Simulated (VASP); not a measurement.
# Ga4BAs3 in VASP: a series of runs

Runs on Ga4BAs3. Level: PBE. Tasks: relaxation of cell and atoms, single point.

Program: VASP 6.6.1. These are calculated values, not measurements. Logs are shortened: lines on timing, memory, paths and dates and some standing lists are left out, and cuts for length are marked.

### 1 The cell of the first run

It takes space group I-42m (No. 121, tetragonal). Conventional cell: a = 5.270 Å, b = 5.270 Å, c = 10.540 Å, α = 90.00°, β = 90.00°, γ = 90.00°. Within 2.8 Å of Ga (site symmetry m) lie 1 B at 2.15 Å and 3 As at 2.33 Å. B (site symmetry -42m) has 4 Ga at 2.15 Å within 2.8 Å. Within 3.1 Å of As (site symmetry -4) lie 4 Ga at 2.33 Å. Within 3.1 Å of As (site symmetry -42m) lie 4 Ga at 2.33 Å.

### 2 Relaxation of cell and atoms, PBE

File INCAR:

```
  PREC = Accurate
  ENCUT = 600
  EDIFF = 1E-7
  ISMEAR = 0
  SIGMA = 0.2
  LREAL = False
  LASPH = True
  NELM = 60
  ALGO = Normal
  ISIF = 3
  LWAVE = False
  LCHARG = False
  GGA = PE
  IBRION = 2
  NSW = 36
  EDIFFG = -0.08
```

File KPOINTS:

```
regular mesh
0
Gamma
  4 4 4
```

File POSCAR:

```
Ga4BAs3
1.0
   -2.6350000000      2.6350000000      5.2700000000
    2.6350000000     -2.6350000000      5.2700000000
    2.6350000000      2.6350000000     -5.2700000000
Ga B As
4 1 3
Direct
    0.1170000000      0.1170000000      0.4700000000
    0.6470000000      0.6470000000      0.5300000000
    0.3530000000      0.8830000000      0.0000000000
    0.8830000000      0.3530000000      0.0000000000
    0.0000000000      0.0000000000      0.0000000000
    0.2500000000      0.7500000000      0.5000000000
    0.7500000000      0.2500000000      0.5000000000
    0.5000000000      0.5000000000      0.0000000000
```

Potentials or basis: VASP PAW PBE potentials, release 64 (Ga_d, B, As).

Launch:

```console
cat potpaw_PBE.64/Ga_d/POTCAR potpaw_PBE.64/B/POTCAR potpaw_PBE.64/As/POTCAR > POTCAR
mpirun -np 1 vasp_std > vasp.out
```

OUTCAR:

```text
PREC = Accurate
   ENCUT = 600
   EDIFF = 1E-7
   ISMEAR = 0
   LREAL = False
   LASPH = True
   NELM = 60
   ISIF = 3
   GGA = PE
   IBRION = 2
   NSW = 36
   EDIFFG = -0.08

 ion  position               nearest neighbor table
   1  0.117  0.117  0.470-   5 2.15   6 2.33   7 2.33   8 2.33
   2  0.647  0.647  0.530-   5 2.15   6 2.33   7 2.33   8 2.33
   3  0.353  0.883  0.000-   5 2.15   7 2.33   6 2.33   8 2.33
   4  0.883  0.353  0.000-   5 2.15   6 2.33   7 2.33   8 2.33
   5  0.000  0.000  0.000-   1 2.15   2 2.15   3 2.15   4 2.15
   6  0.250  0.750  0.500-   4 2.33   2 2.33   3 2.33   1 2.33
   7  0.750  0.250  0.500-   3 2.33   2 2.33   4 2.33   1 2.33
   8  0.500  0.500  0.000-   2 2.33   3 2.33   4 2.33   1 2.33

  LATTYP: Found a body centered tetragonal cell.
 ALAT       =     5.2700000000
 C/A-ratio  =     2.0000000000

  Lattice vectors:

 A1 = (  -2.6350000000,   2.6350000000,   5.2700000000)
 A2 = (   2.6350000000,  -2.6350000000,   5.2700000000)
 A3 = (   2.6350000000,   2.6350000000,  -5.2700000000)

Analysis of symmetry for initial positions (statically):
=====================================================================
 Subroutine PRICEL returns:
 Original cell was already a primitive cell.

 Routine SETGRP: Setting up the symmetry group for a
 body centered tetragonal supercell.

 Subroutine GETGRP returns: Found  8 space group operations
 (whereof  8 operations were pure point group operations)
 out of a pool of 16 trial point group operations.

The static configuration has the point symmetry D_2d.

Analysis of symmetry for dynamics (positions and initial velocities):
=====================================================================
 Subroutine PRICEL returns:
 Original cell was already a primitive cell.

 Routine SETGRP: Setting up the symmetry group for a
 body centered tetragonal supercell.

 Subroutine GETGRP returns: Found  8 space group operations
 (whereof  8 operations were pure point group operations)
 out of a pool of 16 trial point group operations.

The dynamic configuration has the point symmetry D_2d.

 Subroutine INISYM returns: Found  8 space group operations
 (whereof  8 operations are pure point group operations),
 and found     1 'primitive' translations

----------------------------------------------------------------------------------------

                                     Primitive cell

  volume of cell :     146.3632

  direct lattice vectors                    reciprocal lattice vectors
    -2.635000000  2.635000000  5.270000000     0.000000000  0.189753321  0.094876660
     2.635000000 -2.635000000  5.270000000     0.189753321  0.000000000  0.094876660
     2.635000000  2.635000000 -5.270000000     0.189753321  0.189753321  0.000000000

  length of vectors
     6.454405472  6.454405472  6.454405472     0.212150662  0.212150662  0.268351720

  position of ions in fractional coordinates (direct lattice)
     0.117000000  0.117000000  0.470000000
     0.647000000  0.647000000  0.530000000
     0.353000000  0.883000000  0.000000000
     0.883000000  0.353000000  0.000000000
     0.000000000  0.000000000  0.000000000
     0.250000000  0.750000000  0.500000000
     0.750000000  0.250000000  0.500000000
     0.500000000  0.500000000  0.000000000

  ion indices of the primitive-cell ions
   primitive index   ion index
                 1           1
                 2           2
                 3           3
                 4           4
                 5           5
                 6           6
                 7           7
                 8           8

----------------------------------------------------------------------------------------

 KPOINTS: regular mesh

Automatic generation of k-mesh.
 Grid dimensions read from file:
 generate k-points for:    4    4    4

 Generating k-lattice:

  Cartesian coordinates                     Fractional coordinates (reciprocal lattice)
     0.000000000  0.047438330  0.023719165     0.250000000  0.000000000  0.000000000
     0.047438330  0.000000000  0.023719165     0.000000000  0.250000000  0.000000000
     0.047438330  0.047438330  0.000000000     0.000000000  0.000000000  0.250000000

  Length of vectors
     0.053037666  0.053037666  0.067087930

  Shift w.r.t. Gamma in fractional coordinates (k-lattice)
     0.000000000  0.000000000  0.000000000

 Subroutine IBZKPT returns following result:
 ===========================================

 Found     13 irreducible k-points:

 Following reciprocal coordinates:
            Coordinates               Weight
  0.000000  0.000000  0.000000      1.000000
  0.250000  0.000000  0.000000      8.000000
  0.500000  0.000000  0.000000      4.000000
  0.250000  0.250000  0.000000      8.000000
  0.500000  0.250000 -0.000000     16.000000
 -0.250000  0.250000  0.000000      4.000000
  0.500000  0.500000  0.000000      2.000000
  0.250000  0.250000  0.250000      2.000000
 -0.250000  0.250000  0.250000      4.000000
  0.500000  0.500000  0.250000      4.000000
 -0.250000  0.500000  0.250000      8.000000
 -0.250000 -0.250000  0.250000      2.000000
  0.500000  0.500000  0.500000      1.000000
   k-points           NKPTS =     13   k-points in BZ     NKDIM =     13   number of bands    NBANDS=     42
   number of dos      NEDOS =    301   number of ions     NIONS =      8
   total plane-waves  NPLWV = 157464
   dimension x,y,z NGX =    54 NGY =   54 NGZ =   54
   dimension x,y,z NGXF=   108 NGYF=  108 NGZF=  108
   ions per type =               4   1   3
   NGX,Y,Z   is equivalent  to a cutoff of  13.91, 13.91, 13.91 a.u.
   NGXF,Y,Z  is equivalent  to a cutoff of  27.82, 27.82, 27.82 a.u.
 SYSTEM =  unknown system
   PREC   = accura    normal or accurate (medium, high low for compatibility)
   ISTART =      0    job   : 0-new  1-cont  2-samecut
   ICHARG =      2    charge: 1-file 2-atom 10-const
   ISPIN  =      1    spin polarized calculation?
   LNONCOLLINEAR =      F non collinear calculations
   LSORBIT =      F    spin-orbit coupling
   LASPH  =      T    aspherical Exc in radial PAW
   ENCUT  =  600.0 eV  44.10 Ry    6.64 a.u.  12.89 12.89 12.89*2*pi/ulx,y,z
   NELM   =     60;   NELMIN=  2; NELMDL= -5     # of ELM steps
   EDIFF  = 0.1E-06   stopping-criterion for ELM
   LREAL  =      F    real-space projection
   EDIFFG = -.8E-01   stopping-criterion for IOM
   NSW    =     36    number of steps for IOM
   IBRION =      2    ionic relax: 0-MD 1-quasi-New 2-CG
   NFREE  =      1    steps in history (QN), initial steepest desc. (CG)
   ISIF   =      3    stress and relaxation
   ISYM   =      2    0-nonsym 1-usesym 2-fastsym
   POTIM  = 0.5000    time-step for ionic-motion
   TEBEG  =    0.0;   TEEND  =   0.0 temperature during run
   PSTRESS=    0.0 pullay stress
   NELECT =      70.0000    total number of electrons
   NUPDOWN=      -1.0000    fix difference up-down
   EMIN   =  10.00;   EMAX   =-10.00  energy-range for DOS
   EFERMI =   0.00;   METHOD = LEGACY
   ISMEAR =     0;   SIGMA  =   0.20  broadening in eV -4-tet -1-fermi 0-gaus
   EFERMI_NEDOS =   21; number of points for ismear=-14 and -15
   IALGO  =     38    algorithm
   IMIX   =      4    mixing-type and parameters
     AMIX     =   0.40;   BMIX     =  1.00
     AMIX_MAG =   1.60;   BMIX_MAG =  1.00
  volume/ion in A,a.u.               =      18.30       123.46
  Fermi-wavevector in a.u.,A,eV,Ry     =   1.280256  2.419333 22.300711  1.639056
  Thomas-Fermi vector in A             =   2.412695
   LORBIT       =      0    0 simple, 1 ext, 2 COOP (PROOUT), +10 PAW based schemes
   GGA     = PE    functional components
   LHFCALC =     F    Hartree Fock is set to
   AEXX    =    0.0000 exact exchange contribution
   IVDW    =     0    specifies the selected vdW correction
   LEPSILON=     F    determine dielectric tensor
   LRPA    =     F    only Hartree local field effects (RPA)
 conjugate gradient relaxation of ions
 non-spin polarized calculation
 Gauss-broadening in eV      SIGMA  =   0.20
  energy-cutoff  :      600.00
  volume of cell :      146.36
 maximum number of plane-waves:      4954
 NGX is ok and might be reduce to    54
   NGX = 25   NGY = 25   NGZ = 25

--------------------------------------- Ionic step        1  -------------------------------------------

 number of electron      69.9999996 magnetization

 Free energy of the ion-electron system (eV)
  ---------------------------------------------------
  ext. energy  EPLUGINS =         0.00000000
  ---------------------------------------------------
  free energy    TOTEN  =       -31.10406477 eV

  energy without entropy =      -31.04317856  energy(sigma->0) =      -31.07362167

 E-fermi :   4.5861     XC(G=0): -10.3543

 val. band max:        4.5077163541   @ k =   0.5000   0.0000   0.0000
 cond. band min:       4.6294106436   @ k =   0.5000   0.5000   0.0000
 fundamental gap:      0.1216942895
 Fermi energy:         4.5860611930

 k-point     1 :       0.0000    0.0000    0.0000
  band No.  band energies     occupation
      1     -10.0556      2.00000
      2     -10.0337      2.00000
      3      -9.8649      2.00000
      4      -9.8420      2.00000
      5      -9.8402      2.00000
      6      -9.8402      2.00000
[... 34 lines left out ...]
     41       9.5474      0.00000
     42       9.5474      0.00000
[... 677 lines left out ...]
 VOLUME and BASIS-vectors are now :
 -----------------------------------------------------------------------------
  energy-cutoff  :      600.00
  volume of cell :      170.94
      direct lattice vectors                 reciprocal lattice vectors
    -2.774071607  2.774071607  5.553169617     0.000000000  0.180240481  0.090038669
     2.774071607 -2.774071607  5.553169617     0.180240481  0.000000000  0.090038669
     2.774071607  2.774071607 -5.553169617     0.180240481  0.180240481  0.000000000

 POSITION                                       TOTAL-FORCE (eV/Angst)
 -----------------------------------------------------------------------------------
      1.24282      1.24282     -1.26064        -0.293711     -0.293711      0.203223
      1.53125      1.53125      4.29253         0.293711      0.293711      0.203223
      1.53125     -1.53125      6.81381         0.293711     -0.293711     -0.203223
     -1.53125      1.53125      6.81381        -0.293711      0.293711     -0.203223
      5.54814      0.00000      0.00000         0.000000      0.000000      0.000000
      2.77407     -0.00000      2.77658         0.000000     -0.000000      0.000000
     -0.00000      2.77407      2.77658         0.000000      0.000000      0.000000
      2.77407      2.77407      0.00000         0.000000     -0.000000      0.000000
 -----------------------------------------------------------------------------------
    total drift:                                0.000007      0.000007      0.000000

  FREE ENERGIE OF THE ION-ELECTRON SYSTEM (eV)
  ---------------------------------------------------
  free  energy   TOTEN  =       -32.4378054793 eV

  energy  without entropy=      -32.3684790005  energy(sigma->0) =      -32.40314224

--------------------------------------- Ionic step        5  -------------------------------------------

 number of electron      70.0000012 magnetization

 Free energy of the ion-electron system (eV)
  ---------------------------------------------------
  ext. energy  EPLUGINS =         0.00000000
  ---------------------------------------------------
  free energy    TOTEN  =       -32.48926041 eV

  energy without entropy =      -32.41809386  energy(sigma->0) =      -32.45367713

 E-fermi :   3.2437     XC(G=0):  -9.7221

 val. band max:        3.2384757212   @ k =   0.5000   0.5000   0.0000
 cond. band min:       3.2835478015   @ k =   0.5000   0.5000   0.0000
 fundamental gap:      0.0450720803
 Fermi energy:         3.2436956925

 k-point     1 :       0.0000    0.0000    0.0000
  band No.  band energies     occupation
      1     -10.9953      2.00000
      2     -10.9712      2.00000
      3     -10.9402      2.00000
      4     -10.8975      2.00000
      5     -10.8965      2.00000
      6     -10.8965      2.00000
[... 34 lines left out ...]
     41       8.2293      0.00000
     42       8.2293      0.00000
[... 543 lines left out ...]
  FORCE on cell =-STRESS in cart. coord.  units (eV):
  Direction    XX          YY          ZZ          XY          YZ          ZX
  --------------------------------------------------------------------------------------
  -------------------------------------------------------------------------------------
  Total        0.5781536      0.5781536      0.2869631      0.0000000      0.0000000      0.0000000
  in kB        5.5048886      5.5048886      2.7323190      0.0000000      0.0000000      0.0000000
  external PRESSURE =       4.5806987 kB  Pullay stress =       0.0000000 kB

 VOLUME and BASIS-vectors are now :
 -----------------------------------------------------------------------------
  energy-cutoff  :      600.00
  volume of cell :      168.27
      direct lattice vectors                 reciprocal lattice vectors
    -2.760461527  2.760461527  5.520543848     0.000000000  0.181129132  0.090570787
     2.760461527 -2.760461527  5.520543848     0.181129132  0.000000000  0.090570787
     2.760461527  2.760461527 -5.520543848     0.181129132  0.181129132  0.000000000

 POSITION                                       TOTAL-FORCE (eV/Angst)
 -----------------------------------------------------------------------------------
      1.20317      1.20317     -1.22879        -0.002738     -0.002738     -0.027871
      1.55729      1.55729      4.29175         0.002738      0.002738     -0.027871
      1.55729     -1.55729      6.74933         0.002738     -0.002738      0.027871
     -1.55729      1.55729      6.74933        -0.002738      0.002738      0.027871
     -2.76046      2.76046      5.52054        -0.000000      0.000000      0.000000
      2.76046     -0.00000      2.76027        -0.000000      0.000000      0.000000
     -0.00000      2.76046      2.76027        -0.000000      0.000000      0.000000
      0.00000      0.00000      5.52054        -0.000000      0.000000      0.000000
 -----------------------------------------------------------------------------------
    total drift:                                0.000009      0.000009      0.000003

  FREE ENERGIE OF THE ION-ELECTRON SYSTEM (eV)
  ---------------------------------------------------
  free  energy   TOTEN  =       -32.4892604056 eV

  energy  without entropy=      -32.4180938623  energy(sigma->0) =      -32.45367713

 reached required accuracy - stopping structural energy minimisation
```

Run time: 20 min. Hardware: 1 thread of Intel Xeon Platinum 8488C (Sapphire Rapids), shared host; peak memory 0.47 GiB.

What came out:

```
Free energy                           : -32.4893 eV
Relaxed volume                        : 21.03 Å³/atom
Relaxed cell                          : a = 6.761 Å, b = 6.761 Å, c = 6.761 Å, α = 131.81°, β = 131.81°, γ = 70.53°
Space group after relaxing (to 0.1 Å) : I-42m (No. 121)
Energy gained by relaxing             : 173.1 meV/atom
Ionic steps                           : 5
Pressure after relaxing               : 0.5 GPa
Largest force after relaxing          : 0.028 eV/Å
Band gap on the k mesh                : zero (bands 35 and 36 overlap by 1.69 eV)
```

Forces on the atoms (eV/Å):
```
Ga  -0.003 -0.003 -0.028
Ga   0.003  0.003 -0.028
Ga   0.003 -0.003  0.028
Ga  -0.003  0.003  0.028
B    0.000  0.000  0.000
As   0.000  0.000  0.000
As   0.000  0.000  0.000
As   0.000  0.000  0.000
```

Stress tensor (GPa, compression positive):
```
0.55 0.00 0.00
0.00 0.55 0.00
0.00 0.00 0.27
```

Step by step:
```csv
step,energy change (eV),largest force (eV/Å),pressure (GPa),volume (Å³)
1,0.0000,1.7754,14.74,146.36
2,-1.0758,0.4414,-4.65,184.99
3,-1.2436,0.7112,-0.96,172.68
4,-1.3337,0.4624,-0.49,170.94
5,-1.3852,0.0281,0.46,168.27
```

Final structure:
```cif
data_structure
_symmetry_space_group_name_H-M 'P 1'
_symmetry_Int_Tables_number 1
_cell_length_a 6.7614
_cell_length_b 6.7614
_cell_length_c 6.7614
_cell_angle_alpha 131.808
_cell_angle_beta 131.808
_cell_angle_gamma 70.532
_cell_volume 168.27
loop_
_atom_site_label
_atom_site_type_symbol
_atom_site_fract_x
_atom_site_fract_y
_atom_site_fract_z
_atom_site_occupancy
Ga1 Ga 0.10664 0.10664 0.43586 1
Ga2 Ga 0.67078 0.67078 0.56414 1
Ga3 Ga 0.32922 0.89336 0.00000 1
Ga4 Ga 0.89336 0.32922 0.00000 1
B1 B 0.00000 0.00000 0.00000 1
As1 As 0.25000 0.75000 0.50000 1
As2 As 0.75000 0.25000 0.50000 1
As3 As 0.50000 0.50000 0.00000 1
```

### 3 Single point, PBE

This run uses another cell than the first one, of 21.10 Å³/atom.

File INCAR:

```
SYSTEM = Ga4BAs3
PREC     = Accurate       ! precision mode
ENCUT    = 520            ! plane-wave cutoff, eV
EDIFF    = 1E-6           ! SCF threshold, eV
ISMEAR   = 0              ! smearing method
SIGMA    = 0.2            ! smearing width, eV
LREAL    = .False.        ! projectors in reciprocal space
LASPH    = .True.         ! aspherical terms in the spheres
NELM     = 100            ! most SCF steps
ALGO     = Normal         ! electronic algorithm
ISIF     = 2              ! what is computed and relaxed
LWAVE    = .False.        ! write WAVECAR
LCHARG   = .False.        ! write CHGCAR
GGA      = PE             ! functional
NBANDS   = 45             ! bands
```

File KPOINTS:

```
Automatic mesh
0
Gamma
  4 4 4
  0 0 0
```

File POSCAR:

```
Ga4BAs3
1.0
    5.5698608291     -0.0059713297      0.0005848529
   -0.0057754022      5.5444688845     -0.0000897370
   -2.7816817281     -2.7697465931      5.4647568789
Ga B As
4 1 3
Direct
    0.1073832185      0.1074348402      0.7776764953
    0.6701793554      0.6701749812      0.7777469287
    0.8923154941      0.3296285540      0.2219201290
    0.3296050347      0.8924048609      0.2218357922
    0.0000525409      0.0000614157      0.0001558133
    0.7500025283      0.2499645251      0.4999062635
    0.2503324296      0.7502759325      0.5004707384
    0.5001293988      0.5000548904      0.0002878395
```

Potentials or basis: VASP PAW PBE potentials, release 64 (Ga_d, B, As).

Launch:

```console
cat potpaw_PBE.64/Ga_d/POTCAR potpaw_PBE.64/B/POTCAR potpaw_PBE.64/As/POTCAR > POTCAR
mpirun -np 1 vasp_std > vasp.out
```

Run time: 7.9 min. Hardware: 1 thread of Intel Xeon Platinum 8488C (Sapphire Rapids), shared host; peak memory 0.42 GiB.

It converged, with:

- Free energy: -32.4938 eV
- Pressure: 0.3 GPa
- Largest force: 0.034 eV/Å
- Band gap on the k mesh: zero (bands 35 and 36 overlap by 1.71 eV)

Forces in eV/Å, atoms in the order of the input:
```
Ga  -0.015 -0.022  0.004
Ga   0.018  0.024  0.004
Ga   0.023 -0.024 -0.006
Ga  -0.021  0.023 -0.005
B   -0.001 -0.001  0.005
As  -0.001 -0.001  0.000
As  -0.001  0.000 -0.004
As  -0.001  0.001  0.001
```

Stress tensor (GPa, compression positive):
```
 0.17  0.09 -0.01
 0.09  0.27  0.00
-0.01  0.00  0.32
```

Levels at points of the mesh, in eV from the Fermi level:
| k point | band 32 | band 33 | band 34 | band 35 | band 36 | band 37 | band 38 | band 39 |
| --- | --- | --- | --- | --- | --- | --- | --- | --- |
| (0.00, 0.00, 0.00) | -1.82 | -1.79 | 1.01 | 1.04 | 1.08 | 2.14 | 2.27 | 2.44 |
| (0.50, 0.00, 0.00) | -1.51 | -1.22 | -1.20 | -0.32 | -0.14 | 4.02 | 4.10 | 4.21 |
| (0.00, 0.50, 0.00) | -1.49 | -1.25 | -1.19 | -0.31 | -0.13 | 4.00 | 4.12 | 4.24 |
| (0.50, 0.50, 0.00) | -0.36 | -0.24 | -0.09 | 0.01 | 0.17 | 2.08 | 2.33 | 3.69 |
| (0.00, 0.00, 0.50) | -1.43 | -0.83 | -0.80 | -0.69 | -0.66 | 1.82 | 2.32 | 2.62 |
| (0.50, 0.00, 0.50) | -1.51 | -1.22 | -1.20 | -0.32 | -0.14 | 4.02 | 4.10 | 4.21 |
| (0.00, 0.50, 0.50) | -1.49 | -1.25 | -1.19 | -0.31 | -0.13 | 4.00 | 4.12 | 4.24 |
| (0.50, 0.50, 0.50) | -0.37 | -0.22 | -0.07 | 0.00 | 0.17 | 2.10 | 2.35 | 3.66 |
